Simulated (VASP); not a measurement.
# AgCl in VASP: a series of runs

Aim: see how the results for AgCl move with the level of theory and the settings. Levels: HSE06, PBE. Tasks: single point.

Everything below comes from runs of VASP 6.6.1. Logs are shortened: lines on timing, memory, paths and dates and some standing lists are left out, and cuts for length are marked.

## 1. The cell of the first run

Symmetry: R-3m, No. 166, trigonal system. The conventional cell has a = 3.922 Å, b = 3.922 Å, c = 9.419 Å, α = 90.00°, β = 90.00°, γ = 120.00°. Ag (site symmetry -3m) has 6 Cl at 2.76 Å within 3.6 Å. Within 3.6 Å of Cl (site symmetry -3m) lie 6 Ag at 2.76 Å.

## 2. Single point, HSE06 (strain along [111] -1.9%)

POSCAR

```
AgCl
1.0
   -0.0360513896      2.7371324246      2.7371324246
    2.7371324246     -0.0360513896      2.7371324246
    2.7371324246      2.7371324246     -0.0360513896
Ag Cl
1 1
Direct
    0.0000000000      0.0000000000      0.0000000000
    0.5000000000      0.5000000000      0.5000000000
```

INCAR.step1

```
PREC = Accurate ; ENCUT = 520
EDIFF = 1E-5 ; ISMEAR = 0
SIGMA = 0.01 ; LREAL = F
LASPH = T ; NELM = 100
ALGO = Normal ; ISIF = 2
LWAVE = T ; LCHARG = F
NBANDS = 16 ; GGA = PE
```

INCAR.step2

```
PREC = Accurate ; ENCUT = 520
EDIFF = 1E-6 ; ISMEAR = 0
SIGMA = 0.01 ; LREAL = F
LASPH = T ; NELM = 100
ALGO = Normal ; ISIF = 2
LWAVE = F ; LCHARG = F
GGA = PE ; LHFCALC = T
HFSCREEN = 0.2079 ; PRECFOCK = Normal
NBANDS = 16 ; ISTART = 1
```

KPOINTS

```
regular mesh
0
Gamma
  6 6 6
```

Potentials or basis: VASP PAW PBE potentials, release 64 (Ag, Cl).

Run with:

```
cat potpaw_PBE.64/Ag/POTCAR potpaw_PBE.64/Cl/POTCAR > POTCAR
cp INCAR.step1 INCAR
mpirun -np 1 vasp_std > vasp.out
cp INCAR.step2 INCAR
mpirun -np 1 vasp_std > vasp.out
```

OUTCAR:

```text
PREC = Accurate
   ENCUT = 520
   EDIFF = 1E-6
   ISMEAR = 0
   LREAL = F
   LASPH = T
   NELM = 100
   ISIF = 2
   GGA = PE
   LHFCALC = T
   HFSCREEN = 0.2079
   PRECFOCK = Normal
   ISTART = 1

 ion  position               nearest neighbor table
   1  0.000  0.000  0.000-   2 2.76   2 2.76   2 2.76   2 2.76   2 2.76   2 2.76
   2  0.500  0.500  0.500-   1 2.76   1 2.76   1 2.76   1 2.76   1 2.76   1 2.76

  LATTYP: Found a trigonal (rhomboedric) cell.
 ALAT       =     3.8710576749
 COS(alpha) =     0.4867865499

  Lattice vectors:

 A1 = (  -0.0360513896,   2.7371324246,   2.7371324246)
 A2 = (   2.7371324246,  -0.0360513896,   2.7371324246)
 A3 = (   2.7371324246,   2.7371324246,  -0.0360513896)

Analysis of symmetry for initial positions (statically):
=====================================================================
 Subroutine PRICEL returns:
 Original cell was already a primitive cell.

 Routine SETGRP: Setting up the symmetry group for a
 trigonal (rhombohedral) supercell.

 Subroutine GETGRP returns: Found 12 space group operations
 (whereof 12 operations were pure point group operations)
 out of a pool of 12 trial point group operations.

The static configuration has the point symmetry D_3d.

Analysis of symmetry for dynamics (positions and initial velocities):
=====================================================================
 Subroutine PRICEL returns:
 Original cell was already a primitive cell.

 Routine SETGRP: Setting up the symmetry group for a
 trigonal (rhombohedral) supercell.

 Subroutine GETGRP returns: Found 12 space group operations
 (whereof 12 operations were pure point group operations)
 out of a pool of 12 trial point group operations.

The dynamic configuration has the point symmetry D_3d.

 Subroutine INISYM returns: Found 12 space group operations
 (whereof 12 operations are pure point group operations),
 and found     1 'primitive' translations

----------------------------------------------------------------------------------------

[... 92 lines left out ...]
   EDIFF  = 0.1E-05   stopping-criterion for ELM
   LREAL  =      F    real-space projection
   EDIFFG = 0.1E-04   stopping-criterion for IOM
   NSW    =      0    number of steps for IOM
   IBRION =     -1    ionic relax: 0-MD 1-quasi-New 2-CG
   NFREE  =      0    steps in history (QN), initial steepest desc. (CG)
   ISIF   =      2    stress and relaxation
   ISYM   =      3    0-nonsym 1-usesym 2-fastsym
   POTIM  = 0.5000    time-step for ionic-motion
   TEBEG  =    0.0;   TEEND  =   0.0 temperature during run
   PSTRESS=    0.0 pullay stress
   NELECT =      18.0000    total number of electrons
   NUPDOWN=      -1.0000    fix difference up-down
   EMIN   =  10.00;   EMAX   =-10.00  energy-range for DOS
   EFERMI =   0.00;   METHOD = LEGACY
   ISMEAR =     0;   SIGMA  =   0.01  broadening in eV -4-tet -1-fermi 0-gaus
   EFERMI_NEDOS =   21; number of points for ismear=-14 and -15
   IALGO  =     38    algorithm
   IMIX   =      1    mixing-type and parameters
     AMIX     =   0.40;   BMIX     =  1.00
     AMIX_MAG =   1.60;   BMIX_MAG =  1.00
  volume/ion in A,a.u.               =      20.91       141.12
  Fermi-wavevector in a.u.,A,eV,Ry     =   1.236027  2.335752 20.786460  1.527762
  Thomas-Fermi vector in A             =   2.370652
   LORBIT       =      0    0 simple, 1 ext, 2 COOP (PROOUT), +10 PAW based schemes
   GGA     = PE    functional components
   LHFCALC =     T    Hartree Fock is set to
   PRECFOCK=normal    Normal, Fast or Accurate (Low or Medium for compatibility)
   ENCUT4O =  -1.0   cutoff for four orbital integrals eV
   NKREDX  =     1    reduce k-point grid by
   NKREDY  =     1    reduce k-point grid by
   NKREDZ  =     1    reduce k-point grid by
   AEXX    =    0.2500 exact exchange contribution
   HFSCREEN=    0.2079 screening length (either q_TF or 0.3 A-1)
   HFSCREENC=   0.2079 screening length for correlation (either q_TF or 0.3 A-1)
   ENCUTFOCK=  -1.0 apply spherical cutoff to Coloumb kernel
   IVDW    =     0    specifies the selected vdW correction
   LEPSILON=     F    determine dielectric tensor
   LRPA    =     F    only Hartree local field effects (RPA)
 non-spin polarized calculation
 Gauss-broadening in eV      SIGMA  =   0.01
  energy-cutoff  :      520.00
  volume of cell :       41.82
 maximum number of plane-waves:      1146
 NGX is ok and might be reduce to    30
  NGX = 24; NGY = 24; NGZ = 24

 number of electron      18.0000004 magnetization

 Free energy of the ion-electron system (eV)
  ---------------------------------------------------
  ext. energy  EPLUGINS =         0.00000000
  ---------------------------------------------------
  free energy    TOTEN  =        -6.62809603 eV

  energy without entropy =       -6.62809603  energy(sigma->0) =       -6.62809603

 E-fermi :   3.1752     XC(G=0):  -8.2935

 val. band max:        3.0586845985   @ k =   0.5000   0.5000   0.5000
 cond. band min:       5.4262567739   @ k =   0.0000   0.0000   0.0000
 fundamental gap:      2.3675721754
 Fermi energy:         3.1751840953

 k-point     1 :       0.0000    0.0000    0.0000
  band No.  band energies     occupation
      1     -13.3802      2.00000
      2       0.0992      2.00000
      3       0.0992      2.00000
      4       0.1250      2.00000
      5       0.1250      2.00000
      6       0.1366      2.00000
[... 433 lines left out ...]
      3      -1.3235      2.00000
      4      -0.9342      2.00000
      5       0.5374      2.00000
      6       0.6054      2.00000
[... 8 lines left out ...]
     15      19.2528      0.00000
     16      20.0794      0.00000

 [... further k-points ...]

------------------------ aborting loop because EDIFF is reached ----------------------------------------

  FORCE on cell =-STRESS in cart. coord.  units (eV):
  Direction    XX          YY          ZZ          XY          YZ          ZX
  --------------------------------------------------------------------------------------
  -------------------------------------------------------------------------------------
  Total        0.5719773      0.5719773      0.5719773      0.0205794      0.0205794      0.0205794
  in kB       21.9116851     21.9116851     21.9116851      0.7883679      0.7883679      0.7883679
  external PRESSURE =      21.9116851 kB  Pullay stress =       0.0000000 kB

 VOLUME and BASIS-vectors are now :
 -----------------------------------------------------------------------------
  energy-cutoff  :      520.00
  volume of cell :       41.82
      direct lattice vectors                 reciprocal lattice vectors
    -0.036051390  2.737132425  2.737132425    -0.179102937  0.181493427  0.181493427
     2.737132425 -0.036051390  2.737132425     0.181493427 -0.179102937  0.181493427
     2.737132425  2.737132425 -0.036051390     0.181493427  0.181493427 -0.179102937

 POSITION                                       TOTAL-FORCE (eV/Angst)
 -----------------------------------------------------------------------------------
      0.00000      0.00000      0.00000         0.000000     -0.000000      0.000000
      2.71911      2.71911      2.71911        -0.000000      0.000000     -0.000000
 -----------------------------------------------------------------------------------
    total drift:                                0.000004      0.000006      0.000004

  FREE ENERGIE OF THE ION-ELECTRON SYSTEM (eV)
  ---------------------------------------------------
  free  energy   TOTEN  =        -6.6280960344 eV

  energy  without entropy=       -6.6280960344  energy(sigma->0) =       -6.62809603
```

OUTCAR.step1:

```text
PREC = Accurate
   ENCUT = 520
   EDIFF = 1E-5
   ISMEAR = 0
   LREAL = F
   LASPH = T
[... 678 lines left out ...]
 -----------------------------------------------------------------------------------
      0.00000      0.00000      0.00000         0.000000     -0.000000      0.000000
      2.71911      2.71911      2.71911        -0.000000      0.000000     -0.000000
 -----------------------------------------------------------------------------------
    total drift:                               -0.000000      0.000000      0.000000

  FREE ENERGIE OF THE ION-ELECTRON SYSTEM (eV)
  ---------------------------------------------------
  free  energy   TOTEN  =        -5.3829403270 eV

  energy  without entropy=       -5.3829403270  energy(sigma->0) =       -5.38294033
```

OSZICAR.step1:

```text
N       E                     dE             d eps       ncg     rms          rms(c)
DAV:   1     0.102879501141E+03    0.10288E+03   -0.86336E+03  1032   0.102E+03
DAV:   2    -0.173460889131E+01   -0.10461E+03   -0.96313E+02  1304   0.225E+02
DAV:   3    -0.553664404266E+01   -0.38020E+01   -0.37941E+01  1272   0.453E+01
DAV:   4    -0.556289368446E+01   -0.26250E-01   -0.26247E-01  1288   0.405E+00
DAV:   5    -0.556323362557E+01   -0.33994E-03   -0.33994E-03  1296   0.453E-01    0.650E+00
DAV:   6    -0.538749657232E+01    0.17574E+00   -0.24325E-01  1272   0.642E+00    0.422E+00
DAV:   7    -0.538352595965E+01    0.39706E-02   -0.96406E-02  1232   0.205E+00    0.201E+00
DAV:   8    -0.538280399639E+01    0.72196E-03   -0.45210E-03  1200   0.697E-01    0.319E-01
DAV:   9    -0.538287593348E+01   -0.71937E-04   -0.51783E-04  1304   0.274E-01    0.355E-02
DAV:  10    -0.538293613913E+01   -0.60206E-04   -0.81413E-05  1216   0.811E-02    0.259E-02
DAV:  11    -0.538294032704E+01   -0.41879E-05   -0.48181E-06  1048   0.161E-02
   1 F= -.53829403E+01 E0= -.53829403E+01  d E =-.198120E-35
```

Wall time 52 min (1 thread of AMD EPYC 9R45 (Zen 5), shared host); peak memory 0.27 GiB.

What came out:

```
Free energy            : -6.6281 eV
Pressure               : 2.2 GPa
Band gap on the k mesh : 2.37 eV, indirect (least direct gap 4.65 eV)
```

Stress tensor (GPa, compression positive):
```
2.19 0.08 0.08
0.08 2.19 0.08
0.08 0.08 2.19
```

Caveat: the cell differs from its parent crystal (strain along [111] -1.9%); the PAW data sets were made with another functional, which shifts forces and pressure a little. A k mesh can miss the band edges.

## 3. Single point, HSE06 (biaxial xy strain +3.2%)

POSCAR

```
AgCl
1.0
    0.0000000000      2.8608164227      2.7731838142
    2.8608164227      0.0000000000      2.7731838142
    2.8608164227      2.8608164227      0.0000000000
Ag Cl
1 1
Direct
    0.0000000000      0.0000000000      0.0000000000
    0.5000000000      0.5000000000      0.5000000000
```

INCAR.step1

```
  PREC = Accurate
  ENCUT = 520
  EDIFF = 1E-5
  ISMEAR = 0
  SIGMA = 0.01
  LREAL = False
  LASPH = True
  NELM = 100
  ALGO = Normal
  ISIF = 2
  LWAVE = True
  NBANDS = 16
  GGA = PE
```

INCAR.step2

```
  PREC = Accurate
  ENCUT = 520
  EDIFF = 1E-6
  ISMEAR = 0
  SIGMA = 0.01
  LREAL = False
  LASPH = True
  NELM = 100
  ALGO = Normal
  ISIF = 2
  LWAVE = False
  LCHARG = True
  GGA = PE
  LHFCALC = True
  HFSCREEN = 0.2079
  PRECFOCK = Normal
  LELF = True
  LVHAR = True
  NBANDS = 16
  ISTART = 1
```

KPOINTS

```
Automatic mesh
0
Gamma
  6 6 6
```

Potentials or basis: VASP PAW PBE potentials, release 64 (Ag, Cl).

Run with:

```
cat potpaw_PBE.64/Ag/POTCAR potpaw_PBE.64/Cl/POTCAR > POTCAR
cp INCAR.step1 INCAR
mpirun -np 1 vasp_std > vasp.out
cp INCAR.step2 INCAR
mpirun -np 1 vasp_std > vasp.out
```

Wall time 48 min (1 thread of AMD EPYC 9R45 (Zen 5), shared host); peak memory 0.27 GiB.

The run converged. Its results:

* Free energy: -6.6361 eV
* Pressure: -1.3 GPa
* Band gap on the k mesh: 2.33 eV, indirect (least direct gap 4.37 eV)

Stress tensor (GPa, compression positive):
```
-1.43  0.00  0.00
 0.00 -1.43  0.00
 0.00  0.00 -1.11
```

Levels at points of the mesh, in eV from the valence-band top:
| k point | band 5 | band 6 | band 7 | band 8 | band 9 | band 10 | band 11 | band 12 | band 13 | band 14 |
| --- | --- | --- | --- | --- | --- | --- | --- | --- | --- | --- |
| (0.00, 0.00, 0.00) | -2.71 | -2.67 | -2.13 | -2.04 | -2.04 | 2.33 | 12.34 | 12.34 | 12.43 | 13.79 |
| (0.50, 0.00, 0.00) | -2.41 | -2.40 | -1.99 | -0.20 | 0.00 | 5.70 | 8.03 | 9.14 | 9.46 | 14.89 |
| (0.50, 0.50, 0.00) | -2.82 | -2.53 | -2.30 | -2.30 | -2.25 | 4.01 | 9.26 | 10.24 | 12.84 | 12.84 |
| (0.50, 0.00, 0.50) | -2.68 | -2.56 | -2.31 | -2.29 | -2.27 | 4.02 | 9.45 | 9.92 | 12.83 | 13.31 |

Caveat: the cell differs from its parent crystal (biaxial xy strain +3.2%); the PAW data sets were made with another functional, which shifts forces and pressure a little. A k mesh can miss the band edges.

## 4. Single point, PBE (biaxial xy strain +3.2%)

INCAR

```
PREC = Accurate ; ENCUT = 520
EDIFF = 1E-6 ; ISMEAR = -1
SIGMA = 0.02 ; LREAL = F
LASPH = T ; NELM = 100
ALGO = Normal ; ISIF = 2
LWAVE = F ; LCHARG = T
GGA = PE ; LELF = T
LVHAR = T ; NBANDS = 16
```

KPOINTS

```
regular mesh
0
Gamma
  8 8 8
```

POSCAR is that of step 3.

Run with:

```
cat potpaw_PBE.64/Ag/POTCAR potpaw_PBE.64/Cl/POTCAR > POTCAR
mpirun -np 1 vasp_std > vasp.out
```

Wall time 24 s (1 thread of AMD EPYC 9R45 (Zen 5), shared host); peak memory 0.16 GiB.

It converged, with:

```
Free energy            : -5.3960 eV
Pressure               : -1.1 GPa
Band gap on the k mesh : 0.85 eV, indirect (least direct gap 2.98 eV)
```

Stress tensor (GPa, compression positive):
```
-1.19  0.00  0.00
 0.00 -1.19  0.00
 0.00  0.00 -0.93
```

Levels at points of the mesh, in eV from the valence-band top:
| k point | band 6 | band 7 | band 8 | band 9 | band 10 | band 11 | band 12 | band 13 |
| --- | --- | --- | --- | --- | --- | --- | --- | --- |
| (0.00, 0.00, 0.00) | -2.25 | -2.23 | -2.13 | -2.13 | 0.85 | 10.77 | 10.77 | 10.86 |
| (0.50, 0.00, 0.00) | -1.98 | -1.69 | -0.17 | 0.00 | 4.32 | 6.13 | 7.55 | 7.85 |
| (0.50, 0.50, 0.00) | -2.07 | -1.88 | -1.88 | -1.82 | 2.39 | 7.91 | 8.56 | 10.96 |
| (0.50, 0.00, 0.50) | -2.11 | -1.89 | -1.87 | -1.83 | 2.40 | 8.09 | 8.25 | 10.97 |

Caveat: the cell differs from its parent crystal (biaxial xy strain +3.2%).

## 5. The runs side by side

```csv
level,cell,k mesh,smearing,grid for exact exchange (PRECFOCK),screening parameter,gap on the mesh (eV),pressure (GPa)
HSE06,"a = 3.871 Å, angles 60.9°, 2 atoms",6 × 6 × 6,gaussian 0.01 eV,Normal,0.2079 1/Å,2.37,2.2
HSE06,"a = 3.984, b = 3.984, c = 4.046 Å, angles 59.5, 59.5, 61.0°, 2 atoms",6 × 6 × 6,gaussian 0.01 eV,Normal,0.2079 1/Å,2.33,-1.3
PBE,"a = 3.984, b = 3.984, c = 4.046 Å, angles 59.5, 59.5, 61.0°, 2 atoms",8 × 8 × 8,fermi-dirac 0.02 eV,-,-,0.85,-1.1
```

Alike in all rows: task single point; potentials or basis VASP PAW PBE potentials, release 64 (Ag, Cl); no spin polarisation; cutoff (eV) 520.

Caveats: the PAW data sets were made with another functional, which shifts forces and pressure a little (some runs).

Total energies depend on the potentials used, so only differences within one code and one set of settings carry meaning.
